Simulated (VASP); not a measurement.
# W in VASP: relaxation of the atoms with PBE+D3(BJ)

Aim: the relaxation of the atoms of W with PBE+D3(BJ).

All numbers are computed with VASP 6.6.1; they aren't measurements. Logs are shortened: lines on timing, memory, paths and dates and some standing lists are left out, and cuts for length are marked.

## (1) The cell of the first run

The cell holds a slab with vacuum, 20 atoms: a = 6.319 Å, b = 6.319 Å, c = 22.319 Å, α = 90.00°, β = 90.00°, γ = 90.00°.

## (2) Relaxation of the atoms, PBE+D3(BJ)

Input file INCAR:

```
PREC = Accurate
ENCUT = 520
EDIFF = 1E-6
ISMEAR = 0
SIGMA = 0.1
LREAL = Auto
LASPH = True
NELM = 60
ALGO = Normal
ISIF = 2
LWAVE = False
LCHARG = False
LDIPOL = True
IDIPOL = 3
DIPOL = 0.5 0.5 0.500
GGA = PE
IVDW = 12
IBRION = 2
NSW = 90
EDIFFG = -0.03
KPAR = 2
```

Input file KPOINTS:

```
Automatic mesh
0
Gamma
  3 3 1
```

Input file POSCAR:

```
W
1.0
    6.3187499463      0.0000000000      0.0000000000
    0.0000000000      6.3187499463      0.0000000000
    0.0000000000      0.0000000000     22.3187499463
W
20
Selective dynamics
Direct
    0.2500000000      0.7500000000      0.3584430140  F F F
    0.2500000000      0.2500000000      0.3584430140  F F F
    0.7500000000      0.7500000000      0.3584430140  F F F
    0.7500000000      0.2500000000      0.3584430140  F F F
    0.5000000000      0.5000000000      0.4292215070  F F F
    0.5000000000      0.0000000000      0.4292215070  F F F
    0.0000000000      0.5000000000      0.4292215070  F F F
    0.0000000000      0.0000000000      0.4292215070  F F F
    0.7500000000      0.2500000000      0.5000000000  T T T
    0.7500000000      0.7500000000      0.5000000000  T T T
    0.2500000000      0.2500000000      0.5000000000  T T T
    0.2500000000      0.7500000000      0.5000000000  T T T
    0.0000000000      0.0000000000      0.5707784930  T T T
    0.0000000000      0.5000000000      0.5707784930  T T T
    0.5000000000      0.0000000000      0.5707784930  T T T
    0.5000000000      0.5000000000      0.5707784930  T T T
    0.2500000000      0.7500000000      0.6415569860  T T T
    0.2500000000      0.2500000000      0.6415569860  T T T
    0.7500000000      0.7500000000      0.6415569860  T T T
    0.7500000000      0.2500000000      0.6415569860  T T T
```

Potentials or basis: VASP PAW PBE potentials, release 64 (W_sv).

Run with:

```sh
$ cat potpaw_PBE.64/W_sv/POTCAR > POTCAR
$ mpirun -np 4 vasp_std > vasp.out
```

OUTCAR:

```text
PREC = Accurate
   ENCUT = 520
   EDIFF = 1E-6
   ISMEAR = 0
   LREAL = Auto
   LASPH = True
   NELM = 60
   ISIF = 2
   GGA = PE
   IVDW = 12
   IBRION = 2
   NSW = 90
   EDIFFG = -0.03
 IVDW          = 12

 ion  position               nearest neighbor table
   1  0.250  0.750  0.358-   5 2.74   6 2.74   7 2.74   8 2.74   2 3.16   3 3.16   2 3.16   3 3.16
                            12 3.16
   2  0.250  0.250  0.358-   5 2.74   6 2.74   7 2.74   8 2.74   1 3.16   4 3.16   1 3.16   4 3.16
                            11 3.16
   3  0.750  0.750  0.358-   5 2.74   6 2.74   7 2.74   8 2.74   1 3.16   4 3.16   4 3.16   1 3.16
                            10 3.16
   4  0.750  0.250  0.358-   5 2.74   6 2.74   7 2.74   8 2.74   2 3.16   3 3.16   3 3.16   2 3.16
                             9 3.16
   5  0.500  0.500  0.429-   1 2.74   2 2.74   3 2.74   4 2.74   9 2.74  10 2.74  11 2.74  12 2.74
                             6 3.16   7 3.16   6 3.16   7 3.16  16 3.16
   6  0.500  0.000  0.429-   1 2.74   2 2.74   3 2.74   4 2.74   9 2.74  10 2.74  11 2.74  12 2.74
                             5 3.16   8 3.16   5 3.16   8 3.16  15 3.16
   7  0.000  0.500  0.429-   1 2.74   2 2.74   3 2.74   4 2.74   9 2.74  10 2.74  11 2.74  12 2.74
                             5 3.16   8 3.16   8 3.16   5 3.16  14 3.16
   8  0.000  0.000  0.429-   1 2.74   2 2.74   3 2.74   4 2.74   9 2.74  10 2.74  11 2.74  12 2.74
                             6 3.16   7 3.16   7 3.16   6 3.16  13 3.16
   9  0.750  0.250  0.500-   5 2.74   6 2.74   7 2.74   8 2.74  13 2.74  14 2.74  15 2.74  16 2.74
[... 30 lines left out ...]
 A1 = (   6.3187499463,   0.0000000000,   0.0000000000)
 A2 = (   0.0000000000,   6.3187499463,   0.0000000000)
 A3 = (   0.0000000000,   0.0000000000,  22.3187499463)

Analysis of symmetry for initial positions (statically):
=====================================================================
 Subroutine PRICEL returns following result:

  LATTYP: Found a simple tetragonal cell.
 ALAT       =     3.1593749731
 C/A-ratio  =     7.0642928225
[... 12 lines left out ...]
 Subroutine GETGRP returns: Found 16 space group operations
 (whereof 16 operations were pure point group operations)
 out of a pool of 16 trial point group operations.

The static configuration has the point symmetry D_4h.

Analysis of symmetry for dynamics (positions and initial velocities):
=====================================================================
 Subroutine PRICEL returns following result:

  LATTYP: Found a simple tetragonal cell.
 ALAT       =     3.1593749731
 C/A-ratio  =     7.0642928225
[... 12 lines left out ...]
 Subroutine GETGRP returns: Found 16 space group operations
 (whereof 16 operations were pure point group operations)
 out of a pool of 16 trial point group operations.

The dynamic configuration has the point symmetry D_4h.

Analysis of constrained symmetry for selective dynamics:
=====================================================================
 Subroutine PRICEL returns following result:

  LATTYP: Found a simple tetragonal cell.
 ALAT       =     3.1593749731
 C/A-ratio  =     7.0642928225
[... 12 lines left out ...]
 Subroutine GETGRP returns: Found  8 space group operations
 (whereof  8 operations were pure point group operations)
 out of a pool of 16 trial point group operations.

The constrained configuration has the point symmetry C_4v.

 Subroutine INISYM returns: Found  8 space group operations
 (whereof  8 operations are pure point group operations),
 and found     4 'primitive' translations

----------------------------------------------------------------------------------------

                                     Primitive cell

  volume of cell :     222.7780

  direct lattice vectors                    reciprocal lattice vectors
     3.159374973  0.000000000  0.000000000     0.316518301  0.000000000  0.000000000
     0.000000000  3.159374973  0.000000000     0.000000000  0.316518301  0.000000000
     0.000000000  0.000000000 22.318749946     0.000000000  0.000000000  0.044805377

  length of vectors
     3.159374973  3.159374973 22.318749946     0.316518301  0.316518301  0.044805377

  position of ions in fractional coordinates (direct lattice)
     0.500000000  0.500000000  0.358443014
     0.000000000  0.000000000  0.429221507
     0.500000000  0.500000000  0.500000000
     0.000000000  0.000000000  0.570778493
     0.500000000  0.500000000  0.641556986

  ion indices of the primitive-cell ions
   primitive index   ion index
                 1           1
                 2           5
[... 38 lines left out ...]
   dimension x,y,z NGX =    48 NGY =   48 NGZ =  168
   dimension x,y,z NGXF=    96 NGYF=   96 NGZF=  336
   ions per type =              20
   NGX,Y,Z   is equivalent  to a cutoff of  12.63, 12.63, 12.51 a.u.
   NGXF,Y,Z  is equivalent  to a cutoff of  25.26, 25.26, 25.03 a.u.
 SYSTEM =  unknown system
   PREC   = accura    normal or accurate (medium, high low for compatibility)
   ISTART =      0    job   : 0-new  1-cont  2-samecut
   ICHARG =      2    charge: 1-file 2-atom 10-const
   ISPIN  =      1    spin polarized calculation?
   LNONCOLLINEAR =      F non collinear calculations
   LSORBIT =      F    spin-orbit coupling
   LASPH  =      T    aspherical Exc in radial PAW
   ENCUT  =  520.0 eV  38.22 Ry    6.18 a.u.  11.75 11.75 41.50*2*pi/ulx,y,z
   NELM   =     60;   NELMIN=  2; NELMDL= -5     # of ELM steps
   EDIFF  = 0.1E-05   stopping-criterion for ELM
   LREAL  =      T    real-space projection
   EDIFFG = -.3E-01   stopping-criterion for IOM
   NSW    =     90    number of steps for IOM
   IBRION =      2    ionic relax: 0-MD 1-quasi-New 2-CG
   NFREE  =      1    steps in history (QN), initial steepest desc. (CG)
   ISIF   =      2    stress and relaxation
   ISYM   =      2    0-nonsym 1-usesym 2-fastsym
   POTIM  = 0.5000    time-step for ionic-motion
   TEBEG  =    0.0;   TEEND  =   0.0 temperature during run
   PSTRESS=    0.0 pullay stress
   NELECT =     280.0000    total number of electrons
   NUPDOWN=      -1.0000    fix difference up-down
   EMIN   =  10.00;   EMAX   =-10.00  energy-range for DOS
   EFERMI =   0.00;   METHOD = LEGACY
   ISMEAR =     0;   SIGMA  =   0.10  broadening in eV -4-tet -1-fermi 0-gaus
   EFERMI_NEDOS =   21; number of points for ismear=-14 and -15
   IALGO  =     38    algorithm
   IMIX   =      4    mixing-type and parameters
     AMIX     =   0.40;   BMIX     =  1.00
     AMIX_MAG =   1.60;   BMIX_MAG =  1.00
  volume/ion in A,a.u.               =      44.56       300.68
  Fermi-wavevector in a.u.,A,eV,Ry     =   1.112970  2.103208 16.853565  1.238702
  Thomas-Fermi vector in A             =   2.249550
   LORBIT       =      0    0 simple, 1 ext, 2 COOP (PROOUT), +10 PAW based schemes
   GGA     = PE    functional components
   LHFCALC =     F    Hartree Fock is set to
   AEXX    =    0.0000 exact exchange contribution
   IVDW    =    12    specifies the selected vdW correction
   LEPSILON=     F    determine dielectric tensor
   LRPA    =     F    only Hartree local field effects (RPA)
 conjugate gradient relaxation of ions
 non-spin polarized calculation
 Gauss-broadening in eV      SIGMA  =   0.10
  energy-cutoff  :      520.00
  volume of cell :      891.11
 maximum number of plane-waves:     24047
 NGX is ok and might be reduce to    48
   NGX = 23   NGY = 23   NGZ = 83

--------------------------------------- Ionic step        1  -------------------------------------------

 number of electron     279.9999996 magnetization

 Free energy of the ion-electron system (eV)
  ---------------------------------------------------
  ext. energy  EPLUGINS =         0.00000000
  ---------------------------------------------------
  free energy    TOTEN  =      -237.76254558 eV

  energy without entropy =     -237.64268279  energy(sigma->0) =     -237.70261418

------------------------ aborting loop because EDIFF is reached ----------------------------------------

 Edisp (eV)   -9.37300

 E8    (eV) :    -4.9914
[... 159 lines left out ...]
  FREE ENERGIE OF THE ION-ELECTRON SYSTEM (eV)
  ---------------------------------------------------
  free  energy   TOTEN  =      -247.5718989192 eV

  energy  without entropy=     -247.4366597742  energy(sigma->0) =     -247.50427935

 dipolmoment           0.000000      0.000000      0.010511 electrons x Angstroem

[... ionic steps 4 to 7 ...]

--------------------------------------- Ionic step        8  -------------------------------------------

 number of electron     279.9999994 magnetization

------------------------ aborting loop because EDIFF is reached ----------------------------------------

 vacuum level on the upper side and lower side of the slab       (xc-potential included)        -0.221        -0.065

 Edisp (eV)   -9.41879

 E8    (eV) :    -5.0173

  FORCE on cell =-STRESS in cart. coord.  units (eV):
  Direction    XX          YY          ZZ          XY          YZ          ZX
  --------------------------------------------------------------------------------------
  -------------------------------------------------------------------------------------
  Total     -23.00668   -23.00668    -9.76938     0.00000     0.00000     0.00000
  in kB     -41.36494   -41.36494   -17.56490     0.00000     0.00000     0.00000
  external pressure =      -33.43 kB  Pullay stress =        0.00 kB
[... 99 lines left out ...]
--------------------------------------- Ionic step       10  -------------------------------------------

 number of electron     280.0000000 magnetization

 dipolmoment           0.000000      0.000000     -0.035158 electrons x Angstroem

 Free energy of the ion-electron system (eV)
  ---------------------------------------------------
  ext. energy  EPLUGINS =         0.00000000
  ---------------------------------------------------
  free energy    TOTEN  =      -238.17160418 eV

  energy without entropy =     -238.03071587  energy(sigma->0) =     -238.10116003

 E-fermi :   1.4731     XC(G=0):  -5.9034

 val. band max:        1.4621222693   @ k =   0.3333   0.3333   0.0000
 cond. band min:       1.4795125423   @ k =   0.0000   0.0000   0.0000
 fundamental gap:      0.0173902730
 Fermi energy:         1.4731394194

 k-point     1 :       0.0000    0.0000    0.0000
  band No.  band energies     occupation
      1     -72.6668      2.00000
      2     -72.6267      2.00000
      3     -72.6267      2.00000
      4     -72.6176      2.00000
      5     -72.6025      2.00000
      6     -72.5824      2.00000
[... 454 lines left out ...]
    151       2.5586      0.00000
    152       2.5586      0.00000
 [bands above 152 left out]

------------------------ aborting loop because EDIFF is reached ----------------------------------------

 vacuum level on the upper side and lower side of the slab       (xc-potential included)        -0.079         0.077

 Edisp (eV)   -9.43059

 E8    (eV) :    -5.0241

  FORCE on cell =-STRESS in cart. coord.  units (eV):
  Direction    XX          YY          ZZ          XY          YZ          ZX
  --------------------------------------------------------------------------------------
  -------------------------------------------------------------------------------------
  Total     -22.34353   -22.34353    -8.49823     0.00000     0.00000     0.00000
  in kB     -40.17261   -40.17261   -15.27943     0.00000     0.00000     0.00000
  external pressure =      -31.87 kB  Pullay stress =        0.00 kB
[... 35 lines left out ...]
  FREE ENERGIE OF THE ION-ELECTRON SYSTEM (eV)
  ---------------------------------------------------
  free  energy   TOTEN  =      -247.6021939647 eV

  energy  without entropy=     -247.4613056603  energy(sigma->0) =     -247.53174981

 reached required accuracy - stopping structural energy minimisation

 vacuum level on the upper side and lower side of the slab         5.537         5.696
```

Wall time 24 min (4 MPI ranks of Intel Xeon Platinum 8488C (Sapphire Rapids), shared host); peak memory 0.61 GiB.

Results:

```yaml
Free_energy: -247.6022 eV
Energy_gained_by_relaxing: 23.3 meV/atom
Ionic_steps: 10
Band_gap_on_the_k_mesh: zero (bands 140 and 141 overlap by 0.24 eV)
Dispersion_energy_per_atom: -0.472 eV
```

The path:
```tsv
step	energy change (eV)	largest force on free atoms (eV/Å)	pressure (GPa)
1	0.0000	1.4869	-4.91
2	-0.4296	0.3353	-4.00
3	-0.4363	0.2051	-3.82
4	-0.4368	0.1705	-3.86
5	-0.4461	0.1241	-3.73
6	-0.4568	0.1634	-3.48
7	-0.4472	0.3753	-2.96
8	-0.4583	0.2181	-3.34
9	-0.4649	0.1029	-3.26
10	-0.4666	0.0235	-3.19
```

Final structure:
```
CELL_PARAMETERS angstrom
6.31875 0.00000 0.00000
0.00000 6.31875 0.00000
0.00000 0.00000 22.31875
ATOMIC_POSITIONS crystal
W 0.25000 0.75000 0.35844
W 0.25000 0.25000 0.35844
W 0.75000 0.75000 0.35844
W 0.75000 0.25000 0.35844
W 0.50000 0.50000 0.42922
W 0.50000 0.00000 0.42922
W 0.00000 0.50000 0.42922
W 0.00000 0.00000 0.42922
W 0.75000 0.25000 0.49909
W 0.75000 0.75000 0.49909
W 0.25000 0.25000 0.49909
W 0.25000 0.75000 0.49909
W 0.00000 0.00000 0.57273
W 0.00000 0.50000 0.57273
W 0.50000 0.00000 0.57273
W 0.50000 0.50000 0.57273
W 0.25000 0.75000 0.63609
W 0.25000 0.25000 0.63609
W 0.75000 0.75000 0.63609
W 0.75000 0.25000 0.63609
```

Caveat: spin-orbit coupling is left out, which moves the levels of the heavy elements.
